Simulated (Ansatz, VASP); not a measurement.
One calculation of NaF, two programs

The input INCAR:

```
SYSTEM = NaF
PREC = Accurate
ENCUT = 520
EDIFF = 1E-6
ISMEAR = -1
SIGMA = 0.02
LREAL = .False.
LASPH = .True.
NELM = 80
ALGO = Normal
ISIF = 2
LWAVE = .False.
LCHARG = .False.
GGA = PE
NBANDS = 14
```

Contents of KPOINTS:

```
regular mesh
0
Gamma
  10 10 10
  0 0 0
```

File POSCAR:

```
NaF
1.0
    2.8345494318      0.0000000000      0.0000000000
    0.0000000000      2.7934851994      0.0000000000
    0.0000000000      0.0000000000      2.7934851994
Na F
1 1
Direct
    0.0000000000      0.0000000000      0.0000000000
    0.5000000000      0.5000000000      0.5000000000
```

Input for Ansatz:

```yaml
crystal:
  lattice:
    - [2.8345494318, 0.0, 0.0]
    - [0.0, 2.7934851994, 0.0]
    - [0.0, 0.0, 2.7934851994]
  atoms:
    - { symbol: Na, position: [0.0, 0.0, 0.0] }
    - { symbol: F, position: [0.5, 0.5, 0.5] }
kpoints:
  mp_grid: { grid: [10, 10, 10] }
  band_path:
    path: [[0.0, 0.0, 0.0], [0.0, 0.5, 0.0], [0.5, 0.5, 0.0], [0.5, 0.5, 0.5]]
    npoints: 1
hamiltonian:
  xc: pbe
scf:
  occupations: { method: fermi_dirac, width: 0.02 }
  n_extra_bands: 4
output:
  forces: true
  stress: true
  eigenvalues: true
```

Change from the starting cell: uniaxial_x strain +1.5%.

Alike in both runs: task single point; functional PBE; k mesh 10 × 10 × 10; occupations fermi-dirac, width 0.02 eV; no spin polarisation.

|  | VASP | Ansatz |
| --- | --- | --- |
| version | VASP 6.6.1 | Ansatz 0.2.0 |
| potentials or method | VASP PAW PBE potentials, release 64 (Na_pv, F) | plane waves, PAW |
| plane-wave cutoff (eV) | 520 | 420 |
| valence electrons in the cell | 14 | 16 |

VASP gave:

- gap on the k mesh at the Fermi level (eV): 5.99
- pressure (GPa): 3.2
- traceless stress, the component that is largest in VASP (GPa): -1.61

Question: What did Ansatz give for the same quantities?

Answer: gap on the k mesh at the Fermi level (eV): 6.00; pressure (GPa): 3.5; traceless stress, the component that is largest in VASP (GPa): -1.60.

The functional is the same, so the differences come from potentials, cutoffs and numerics. VASP's potentials hold 14 valence electrons a cell and Ansatz's 16, so a difference there can come from the potentials and not from the codes.
